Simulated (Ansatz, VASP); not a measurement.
## BaS: VASP beside Ansatz

INCAR

```
PREC = Accurate ; ENCUT = 600
EDIFF = 1E-6 ; ISMEAR = 0
SIGMA = 0.02 ; LREAL = F
LASPH = T ; NELM = 80
ALGO = Normal ; ISIF = 3
LWAVE = F ; LCHARG = F
GGA = PE ; IBRION = 2
NSW = 100 ; EDIFFG = -0.01
```

File KPOINTS:

```
Automatic mesh
0
Gamma
  8 8 8
```

Contents of POSCAR:

```
BaS
1.0
    0.0000000000      3.2158411853      3.2158411853
    3.2158411853      0.0000000000      3.2158411853
    3.2158411853      3.2158411853      0.0000000000
Ba S
1 1
Direct
    0.0000000000      0.0000000000      0.0000000000
    0.5000000000      0.5000000000      0.5000000000
```

Input for Ansatz:

```yaml
crystal:
  lattice:
    - [0.0, 3.2158411853, 3.2158411853]
    - [3.2158411853, 0.0, 3.2158411853]
    - [3.2158411853, 3.2158411853, 0.0]
  atoms:
    - { symbol: Ba, position: [0.0, 0.0, 0.0] }
    - { symbol: S, position: [0.5, 0.5, 0.5] }
basis:
  ecutwfc: 420
kpoints:
  mp_grid: { grid: [8, 8, 8] }
hamiltonian:
  xc: pbe
scf:
  occupations: { method: gaussian, width: 0.02 }
output:
  forces: true
  stress: true
  eigenvalues: true
  write_density: true
  write_potential: true
  elf: true
  volumetric_format: npy
relax:
  adjacent_minimum: "off"
  f_tol: 0.01
  max_steps: 80
  cell: { stress_tol: 0.05 }
```

Alike in both runs: task relaxation of cell and atoms; functional PBE; k mesh 8 × 8 × 8; occupations gaussian, width 0.02 eV; no spin polarisation.

```csv
,VASP,Ansatz
version,VASP 6.6.1,Ansatz 0.2.0
potentials or method,"VASP PAW PBE potentials, release 64 (Ba_sv, S), cutoff 600 eV","scalar-relativistic, plane waves, PAW"
valence electrons in the cell,16,16
```

```csv
,VASP,Ansatz,Ansatz less VASP
"gap on the k mesh at the Fermi level, each at its own relaxed structure (eV)",2.16,2.23,+0.074
relaxed volume (Å³/atom),33.65,33.19,-0.454
relaxed cell length with the largest relative difference (Å),4.566,4.545,-0.0206
```

Spin-orbit coupling is off throughout.
